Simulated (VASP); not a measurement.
# Si5P2 (P-3m1) in VASP: a series of runs

The runs below take Si5P2 through single point, with PBE.

Everything below comes from runs of VASP 6.6.1. Logs are shortened: lines on timing, memory, paths and dates and some standing lists are left out, and cuts for length are marked.

### 1 The cell of the first run

It takes space group P-3m1 (No. 164, trigonal). Conventional cell: a = 3.779 Å, b = 3.779 Å, c = 10.848 Å, α = 90.00°, β = 90.00°, γ = 120.00°. Si (site symmetry 3m) has 1 P at 2.27 Å and 3 Si at 2.33 Å within 3.0 Å. Si (site symmetry 3m) has 4 Si at 2.33 to 2.36 Å within 3.1 Å. Within 3.3 Å of Si (site symmetry -3m) lie 6 P at 2.47 Å. P (site symmetry 3m) has 4 Si at 2.27 to 2.47 Å within 3.0 Å.

### 2 Single point, PBE

The input, INCAR:

```
PREC = Accurate ; ENCUT = 520
EDIFF = 1E-7 ; ISMEAR = 0
SIGMA = 0.1 ; LREAL = False
LASPH = True ; NELM = 60
ALGO = Normal ; ISIF = 2
LWAVE = False ; LCHARG = True
GGA = PE ; LELF = True
LVHAR = True ; NBANDS = 24
```

The input, KPOINTS:

```
Automatic mesh
0
Gamma
  12 12 4
```

The input, POSCAR:

```
Si5P2
1.0
    3.7793999405      0.0000000000      0.0000000000
   -1.8896999703      3.2730563595      0.0000000000
    0.0000000000      0.0000000000     10.8475993233
Si P
5 2
Direct
    0.3333333333      0.6666666667      0.3155098538
    0.6666666667      0.3333333333      0.6844901462
    0.0000000000      0.0000000000      0.3912759907
    0.0000000000      0.0000000000      0.6087240093
    0.0000000000      0.0000000000      0.0000000000
    0.3333333333      0.6666666667      0.1059733513
    0.6666666667      0.3333333333      0.8940266487
```

Potentials or basis: VASP PAW PBE potentials, release 64 (Si, P).

Launch:

```sh
$ cat potpaw_PBE.64/Si/POTCAR potpaw_PBE.64/P/POTCAR > POTCAR
$ mpirun -np 1 vasp_std > vasp.out
```

OUTCAR:

```text
PREC = Accurate
   ENCUT = 520
   EDIFF = 1E-7
   ISMEAR = 0
   LREAL = False
   LASPH = True
   NELM = 60
   ISIF = 2
   GGA = PE

 ion  position               nearest neighbor table
   1  0.333  0.667  0.316-   6 2.27   3 2.33   3 2.33   3 2.33
   2  0.667  0.333  0.684-   7 2.27   4 2.33   4 2.33   4 2.33
   3  0.000  0.000  0.391-   1 2.33   1 2.33   1 2.33   4 2.36
   4  0.000  0.000  0.609-   2 2.33   2 2.33   2 2.33   3 2.36
   5  0.000  0.000  0.000-   6 2.47   7 2.47   6 2.47   7 2.47   7 2.47   6 2.47
   6  0.333  0.667  0.106-   1 2.27   5 2.47   5 2.47   5 2.47
   7  0.667  0.333  0.894-   2 2.27   5 2.47   5 2.47   5 2.47

  LATTYP: Found a hexagonal cell.
 ALAT       =     3.7793999405
 C/A-ratio  =     2.8701909018

  Lattice vectors:

 A1 = (   3.7793999405,   0.0000000000,   0.0000000000)
 A2 = (  -1.8896999703,   3.2730563595,   0.0000000000)
 A3 = (   0.0000000000,   0.0000000000,  10.8475993233)

Analysis of symmetry for initial positions (statically):
=====================================================================
 Subroutine PRICEL returns:
 Original cell was already a primitive cell.

 Routine SETGRP: Setting up the symmetry group for a
 hexagonal supercell.

 Subroutine GETGRP returns: Found 12 space group operations
 (whereof 12 operations were pure point group operations)
 out of a pool of 24 trial point group operations.

The static configuration has the point symmetry D_3d.

Analysis of symmetry for dynamics (positions and initial velocities):
=====================================================================
 Subroutine PRICEL returns:
 Original cell was already a primitive cell.

 Routine SETGRP: Setting up the symmetry group for a
 hexagonal supercell.

 Subroutine GETGRP returns: Found 12 space group operations
 (whereof 12 operations were pure point group operations)
 out of a pool of 24 trial point group operations.

The dynamic configuration has the point symmetry D_3d.

 Subroutine INISYM returns: Found 12 space group operations
 (whereof 12 operations are pure point group operations),
 and found     1 'primitive' translations

----------------------------------------------------------------------------------------

                                     Primitive cell

  volume of cell :     134.1869

  direct lattice vectors                    reciprocal lattice vectors
     3.779399940  0.000000000  0.000000000     0.264592267  0.152762417  0.000000000
    -1.889699970  3.273056359  0.000000000     0.000000000  0.305524834  0.000000000
     0.000000000  0.000000000 10.847599323     0.000000000  0.000000000  0.092186296

  length of vectors
     3.779399940  3.779399940 10.847599323     0.305524834  0.305524834  0.092186296

  position of ions in fractional coordinates (direct lattice)
     0.333333333  0.666666667  0.315509854
     0.666666667  0.333333333  0.684490146
     0.000000000  0.000000000  0.391275991
     0.000000000  0.000000000  0.608724009
     0.000000000  0.000000000  0.000000000
     0.333333333  0.666666667  0.105973351
     0.666666667  0.333333333  0.894026649

  ion indices of the primitive-cell ions
   primitive index   ion index
                 1           1
                 2           2
                 3           3
                 4           4
                 5           5
                 6           6
                 7           7

----------------------------------------------------------------------------------------

 KPOINTS: Automatic mesh

Automatic generation of k-mesh.
 Grid dimensions read from file:
 generate k-points for:   12   12    4

 Generating k-lattice:

  Cartesian coordinates                     Fractional coordinates (reciprocal lattice)
     0.022049356  0.012730201  0.000000000     0.083333333 -0.000000000  0.000000000
     0.000000000  0.025460403  0.000000000     0.000000000  0.083333333  0.000000000
     0.000000000  0.000000000  0.023046574     0.000000000  0.000000000  0.250000000

  Length of vectors
     0.025460403  0.025460403  0.023046574

  Shift w.r.t. Gamma in fractional coordinates (k-lattice)
     0.000000000  0.000000000  0.000000000

 Subroutine IBZKPT returns following result:
 ===========================================

 Found     69 irreducible k-points:

 Following reciprocal coordinates:
            Coordinates               Weight
  0.000000  0.000000  0.000000      1.000000
  0.083333 -0.000000  0.000000      6.000000
  0.166667 -0.000000  0.000000      6.000000
  0.250000 -0.000000  0.000000      6.000000
  0.333333 -0.000000  0.000000      6.000000
  0.416667 -0.000000  0.000000      6.000000
[... 16 lines left out ...]
  0.166667 -0.000000  0.250000      6.000000
  0.000000  0.166667  0.250000      6.000000
 [... further k-points ...]
   k-points           NKPTS =     69   k-points in BZ     NKDIM =     69   number of bands    NBANDS=     24
   number of dos      NEDOS =    301   number of ions     NIONS =      7
   total plane-waves  NPLWV =  65856
   dimension x,y,z NGX =    28 NGY =   28 NGZ =   84
   dimension x,y,z NGXF=    56 NGYF=   56 NGZF=  168
   ions per type =               5   2
   NGX,Y,Z   is equivalent  to a cutoff of  12.32, 12.32, 12.87 a.u.
   NGXF,Y,Z  is equivalent  to a cutoff of  24.63, 24.63, 25.75 a.u.
 SYSTEM =  unknown system
   PREC   = accura    normal or accurate (medium, high low for compatibility)
   ISTART =      0    job   : 0-new  1-cont  2-samecut
   ICHARG =      2    charge: 1-file 2-atom 10-const
   ISPIN  =      1    spin polarized calculation?
   LNONCOLLINEAR =      F non collinear calculations
   LSORBIT =      F    spin-orbit coupling
   LASPH  =      T    aspherical Exc in radial PAW
   ENCUT  =  520.0 eV  38.22 Ry    6.18 a.u.   7.03  7.03 20.17*2*pi/ulx,y,z
   NELM   =     60;   NELMIN=  2; NELMDL= -5     # of ELM steps
   EDIFF  = 0.1E-06   stopping-criterion for ELM
   LREAL  =      F    real-space projection
   EDIFFG = 0.1E-05   stopping-criterion for IOM
   NSW    =      0    number of steps for IOM
   IBRION =     -1    ionic relax: 0-MD 1-quasi-New 2-CG
   NFREE  =      0    steps in history (QN), initial steepest desc. (CG)
   ISIF   =      2    stress and relaxation
   ISYM   =      2    0-nonsym 1-usesym 2-fastsym
   POTIM  = 0.5000    time-step for ionic-motion
   TEBEG  =    0.0;   TEEND  =   0.0 temperature during run
   PSTRESS=    0.0 pullay stress
   NELECT =      30.0000    total number of electrons
   NUPDOWN=      -1.0000    fix difference up-down
   EMIN   =  10.00;   EMAX   =-10.00  energy-range for DOS
   EFERMI =   0.00;   METHOD = LEGACY
   ISMEAR =     0;   SIGMA  =   0.10  broadening in eV -4-tet -1-fermi 0-gaus
   EFERMI_NEDOS =   21; number of points for ismear=-14 and -15
   IALGO  =     38    algorithm
   IMIX   =      4    mixing-type and parameters
     AMIX     =   0.40;   BMIX     =  1.00
     AMIX_MAG =   1.60;   BMIX_MAG =  1.00
  volume/ion in A,a.u.               =      19.17       129.36
  Fermi-wavevector in a.u.,A,eV,Ry     =   0.993601  1.877633 13.432250  0.987243
  Thomas-Fermi vector in A             =   2.125494
   LORBIT       =      0    0 simple, 1 ext, 2 COOP (PROOUT), +10 PAW based schemes
   GGA     = PE    functional components
   LHFCALC =     F    Hartree Fock is set to
   AEXX    =    0.0000 exact exchange contribution
   IVDW    =     0    specifies the selected vdW correction
   LEPSILON=     F    determine dielectric tensor
   LRPA    =     F    only Hartree local field effects (RPA)
 non-spin polarized calculation
 Gauss-broadening in eV      SIGMA  =   0.10
  energy-cutoff  :      520.00
  volume of cell :      134.19
 maximum number of plane-waves:      3635
   NGX = 15   NGY = 15   NGZ = 41

 number of electron      30.0000000 magnetization

 Free energy of the ion-electron system (eV)
  ---------------------------------------------------
  ext. energy  EPLUGINS =         0.00000000
  ---------------------------------------------------
  free energy    TOTEN  =       -37.75490965 eV

  energy without entropy =      -37.74909217  energy(sigma->0) =      -37.75200091

 E-fermi :   6.3001     XC(G=0):  -9.6518

 val. band max:        6.2628539693   @ k =   0.5000  -0.0000   0.2500
 cond. band min:       6.3044472505   @ k =   0.4167  -0.0000   0.2500
 fundamental gap:      0.0415932812
 Fermi energy:         6.3001097570

 k-point     1 :       0.0000    0.0000    0.0000
  band No.  band energies     occupation
      1      -7.3195      2.00000
      2      -5.4596      2.00000
      3      -5.3813      2.00000
      4      -3.0649      2.00000
      5      -0.9515      2.00000
      6       3.0832      2.00000
[... 16 lines left out ...]
     23       9.6443      0.00000
     24      10.5614      0.00000

 k-point     2 :       0.0833   -0.0000    0.0000
  band No.  band energies     occupation
      1      -7.2384      2.00000
      2      -5.3753      2.00000
      3      -5.3147      2.00000
      4      -3.0063      2.00000
      5      -0.9189      2.00000
      6       2.9242      2.00000
[... 16 lines left out ...]
     23       9.9622      0.00000
     24      10.2842      0.00000

 k-point     3 :       0.1667   -0.0000    0.0000
  band No.  band energies     occupation
      1      -6.9976      2.00000
      2      -5.1260      2.00000
      3      -5.1217      2.00000
      4      -2.8394      2.00000
      5      -0.8527      2.00000
      6       2.0609      2.00000
[... 16 lines left out ...]
     23      10.3203      0.00000
     24      10.7108      0.00000
[... 514 lines left out ...]
 k-point    23 :       0.1667   -0.0000    0.2500
  band No.  band energies     occupation
      1      -6.9878      2.00000
      2      -5.4767      2.00000
      3      -4.6067      2.00000
      4      -3.2130      2.00000
      5      -0.3732      2.00000
      6       1.5686      2.00000
[... 16 lines left out ...]
     23      10.5364      0.00000
     24      10.7850      0.00000

 k-point    24 :       0.0000    0.1667    0.2500
  band No.  band energies     occupation
      1      -6.9877      2.00000
      2      -5.4791      2.00000
      3      -4.6015      2.00000
      4      -3.2163      2.00000
      5      -0.3992      2.00000
      6       1.8046      2.00000
[... 16 lines left out ...]
     23      10.2293      0.00000
     24      10.3965      0.00000

 [... further k-points ...]

------------------------ aborting loop because EDIFF is reached ----------------------------------------

  FORCE on cell =-STRESS in cart. coord.  units (eV):
  Direction    XX          YY          ZZ          XY          YZ          ZX
  --------------------------------------------------------------------------------------
  -------------------------------------------------------------------------------------
  Total       -0.0629553     -0.0629553     -0.1288019      0.0000000      0.0000000      0.0000000
  in kB       -0.7516797     -0.7516797     -1.5378811      0.0000000      0.0000000      0.0000000
  external PRESSURE =      -1.0137468 kB  Pullay stress =       0.0000000 kB

 VOLUME and BASIS-vectors are now :
 -----------------------------------------------------------------------------
  energy-cutoff  :      520.00
  volume of cell :      134.19
      direct lattice vectors                 reciprocal lattice vectors
     3.779399940  0.000000000  0.000000000     0.264592267  0.152762417  0.000000000
    -1.889699970  3.273056359  0.000000000     0.000000000  0.305524834  0.000000000
     0.000000000  0.000000000 10.847599323     0.000000000  0.000000000  0.092186296

 POSITION                                       TOTAL-FORCE (eV/Angst)
 -----------------------------------------------------------------------------------
     -0.00000      2.18204      3.42252         0.000000     -0.000000     -0.009691
      1.88970      1.09102      7.42507         0.000000      0.000000      0.009691
      0.00000      0.00000      4.24441        -0.000000     -0.000000     -0.000447
      0.00000      0.00000      6.60319         0.000000      0.000000      0.000447
      0.00000      0.00000      0.00000         0.000000      0.000000      0.000000
     -0.00000      2.18204      1.14956         0.000000     -0.000000      0.012559
      1.88970      1.09102      9.69804        -0.000000      0.000000     -0.012559
 -----------------------------------------------------------------------------------
    total drift:                                0.000000     -0.000000     -0.000000

  FREE ENERGIE OF THE ION-ELECTRON SYSTEM (eV)
  ---------------------------------------------------
  free  energy   TOTEN  =       -37.7549096538 eV

  energy  without entropy=      -37.7490921650  energy(sigma->0) =      -37.75200091
```

Run time: 100 s. Hardware: 1 thread of AMD EPYC 9R45 (Zen 5), shared host; peak memory 0.31 GiB.

What came out:

```yaml
Free_energy: -37.7549 eV
Pressure: -0.1 GPa
Largest_force: 0.013 eV/Å
Band_gap_on_the_k_mesh: zero (bands 15 and 16 overlap by 0.36 eV)
```

Forces in eV/Å, atoms in the order of the input:
```
Si   0.000  0.000 -0.010
Si   0.000  0.000  0.010
Si   0.000  0.000  0.000
Si   0.000  0.000  0.000
Si   0.000  0.000  0.000
P    0.000  0.000  0.013
P    0.000  0.000 -0.013
```

Levels at points of the mesh, in eV from the Fermi level:
```tsv
k point	band 13	band 14	band 15	band 16	band 17	band 18
(0.00, 0.00, 0.00)	-0.82	-0.16	-0.16	0.90	1.48	2.10
(0.50, 0.00, 0.00)	-2.14	-1.92	-0.10	0.25	1.17	1.42
(0.00, 0.00, 0.50)	-0.68	-0.30	-0.30	0.44	1.42	2.33
(0.50, 0.00, 0.50)	-2.69	-1.79	-0.37	-0.29	0.91	1.01
```

### 3 Single point, PBE

This run uses another cell than the first one: it holds 14 atoms, not 7.

The input, INCAR:

```
SYSTEM = Si5P2
PREC = Accurate
ENCUT = 520
EDIFF = 1E-7
ISMEAR = 0
SIGMA = 0.02
LREAL = .False.
LASPH = .True.
NELM = 100
ALGO = Normal
ISIF = 2
LWAVE = .False.
LCHARG = .False.
GGA = PE
NBANDS = 43
```

The input, KPOINTS:

```
regular mesh
0
Gamma
  12 12 1
  0 0 0
```

The input, POSCAR:

```
Si5P2
1.0
    3.6864522153      0.0000000000      0.0000000000
   -1.8432261076      3.1925612683      0.0000000000
    0.0000000000      0.0000000000     26.4805206594
Si P
10 4
Direct
    0.6666666667      0.3333333333      0.8947912187
    0.3333333333      0.6666666667      0.1052087813
    0.3333333333      0.6666666667      0.0163864336
    0.6666666667      0.3333333333      0.9836135664
    0.6666666667      0.3333333333      0.3337894873
    0.0000000000      0.0000000000      0.4554232675
    0.6666666667      0.3333333333      0.4226176433
    0.3333333333      0.6666666667      0.6662105127
    0.0000000000      0.0000000000      0.5445767325
    0.3333333333      0.6666666667      0.5773823567
    0.0000000000      0.0000000000      0.8585893720
    0.0000000000      0.0000000000      0.1414106280
    0.3333333333      0.6666666667      0.2975403603
    0.6666666667      0.3333333333      0.7024596397
```

Potentials or basis: VASP PAW PBE potentials, release 64 (Si, P).

Launch:

```sh
$ cat potpaw_PBE.64/Si/POTCAR potpaw_PBE.64/P/POTCAR > POTCAR
$ mpirun -np 1 vasp_std > vasp.out
```

OUTCAR:

```text
SYSTEM = Si5P2
   PREC = Accurate
   ENCUT = 520
   EDIFF = 1E-7
   ISMEAR = 0
   LREAL = .False.
   LASPH = .True.
   NELM = 100
   ISIF = 2
   GGA = PE

 ion  position               nearest neighbor table
   1  0.667  0.333  0.895-  11 2.33  11 2.33  11 2.33   4 2.35
   2  0.333  0.667  0.105-  12 2.33  12 2.33  12 2.33   3 2.35
   3  0.333  0.667  0.016-   4 2.30   4 2.30   4 2.30   2 2.35
   4  0.667  0.333  0.984-   3 2.30   3 2.30   3 2.30   1 2.35
   5  0.667  0.333  0.334-  13 2.33  13 2.33  13 2.33   7 2.35
   6  0.000  0.000  0.455-   7 2.30   7 2.30   7 2.30   9 2.36
   7  0.667  0.333  0.423-   6 2.30   6 2.30   6 2.30   5 2.35
   8  0.333  0.667  0.666-  14 2.33  14 2.33  14 2.33  10 2.35
   9  0.000  0.000  0.545-  10 2.30  10 2.30  10 2.30   6 2.36
  10  0.333  0.667  0.577-   9 2.30   9 2.30   9 2.30   8 2.35
  11  0.000  0.000  0.859-   1 2.33   1 2.33   1 2.33
  12  0.000  0.000  0.141-   2 2.33   2 2.33   2 2.33
  13  0.333  0.667  0.298-   5 2.33   5 2.33   5 2.33
  14  0.667  0.333  0.702-   8 2.33   8 2.33   8 2.33

  LATTYP: Found a hexagonal cell.
[... 1066 lines left out ...]

  FORCE on cell =-STRESS in cart. coord.  units (eV):
  Direction    XX          YY          ZZ          XY          YZ          ZX
  --------------------------------------------------------------------------------------
  -------------------------------------------------------------------------------------
  Total       -0.2088722     -0.2088722     -0.1616439     -0.0000000     -0.0000000      0.0000000
  in kB       -1.0737839     -1.0737839     -0.8309893     -0.0000000     -0.0000000      0.0000000
  external PRESSURE =      -0.9928524 kB  Pullay stress =       0.0000000 kB

 VOLUME and BASIS-vectors are now :
 -----------------------------------------------------------------------------
  energy-cutoff  :      520.00
  volume of cell :      311.66
      direct lattice vectors                 reciprocal lattice vectors
     3.686452215  0.000000000  0.000000000     0.271263519  0.156614066  0.000000000
    -1.843226108  3.192561268  0.000000000     0.000000000  0.313228131  0.000000000
     0.000000000  0.000000000 26.480520659     0.000000000  0.000000000  0.037763608

 POSITION                                       TOTAL-FORCE (eV/Angst)
 -----------------------------------------------------------------------------------
      1.84323      1.06419     23.69454         0.000000     -0.000000     -0.010311
     -0.00000      2.12837      2.78598        -0.000000      0.000000      0.010311
     -0.00000      2.12837      0.43392         0.000000     -0.000000     -0.006735
      1.84323      1.06419     26.04660        -0.000000      0.000000      0.006735
      1.84323      1.06419      8.83892         0.000000     -0.000000     -0.010575
      0.00000      0.00000     12.05985        -0.000000      0.000000     -0.003683
      1.84323      1.06419     11.19114        -0.000000     -0.000000      0.007012
     -0.00000      2.12837     17.64160         0.000000     -0.000000      0.010575
      0.00000      0.00000     14.42068         0.000000     -0.000000      0.003683
     -0.00000      2.12837     15.28939         0.000000     -0.000000     -0.007012
      0.00000      0.00000     22.73589         0.000000     -0.000000      0.015197
      0.00000      0.00000      3.74463        -0.000000      0.000000     -0.015197
     -0.00000      2.12837      7.87902         0.000000     -0.000000      0.015398
      1.84323      1.06419     18.60150        -0.000000      0.000000     -0.015398
 -----------------------------------------------------------------------------------
    total drift:                                0.000000     -0.000000      0.000000

  FREE ENERGIE OF THE ION-ELECTRON SYSTEM (eV)
  ---------------------------------------------------
  free  energy   TOTEN  =       -76.2675386282 eV

  energy  without entropy=      -76.2675386282  energy(sigma->0) =      -76.26753863
```

stdout:

```text
POSCAR found type information on POSCAR SiP
 POSCAR found :  2 types and      14 ions
 scaLAPACK will be used
 LDA part: xc-table for (Slater+PW92), standard interpolation
 POSCAR, INCAR and KPOINTS ok, starting setup
 FFT: planning ... GRIDC
 FFT: planning ... GRID_SOFT
 FFT: planning ... GRID
 WAVECAR not read
 entering main loop
```

Run time: 3.2 min. Hardware: 1 thread of AMD EPYC 9R45 (Zen 5), shared host; peak memory 0.46 GiB.

What came out:

```
Free energy            : -76.2675 eV
Pressure               : -0.1 GPa
Largest force          : 0.015 eV/Å
Band gap on the k mesh : 0.66 eV (least direct gap 1.33 eV)
```

Forces in eV/Å, atoms in the order of the input:
```
Si   0.000  0.000 -0.010
Si   0.000  0.000  0.010
Si   0.000  0.000 -0.007
Si   0.000  0.000  0.007
Si   0.000  0.000 -0.011
Si   0.000  0.000 -0.004
Si   0.000  0.000  0.007
Si   0.000  0.000  0.011
Si   0.000  0.000  0.004
Si   0.000  0.000 -0.007
P    0.000  0.000  0.015
P    0.000  0.000 -0.015
P    0.000  0.000  0.015
P    0.000  0.000 -0.015
```

Levels at points of the mesh, in eV from the valence-band top:
```tsv
k point	band 27	band 28	band 29	band 30	band 31	band 32	band 33	band 34
(0.00, 0.00, 0.00)	-0.25	-0.13	0.00	0.00	1.33	1.41	1.59	1.69
(0.50, 0.00, 0.00)	-1.80	-1.50	-1.39	-1.31	0.73	0.79	0.87	0.93
```

Caveat: an odd mesh through Γ misses points on the zone boundary, where band edges can lie; this functional lacks dispersion, which binds the layers, so the pressure and a relaxed spacing across them are unreliable.

(Part 1 of 2 ends here.)
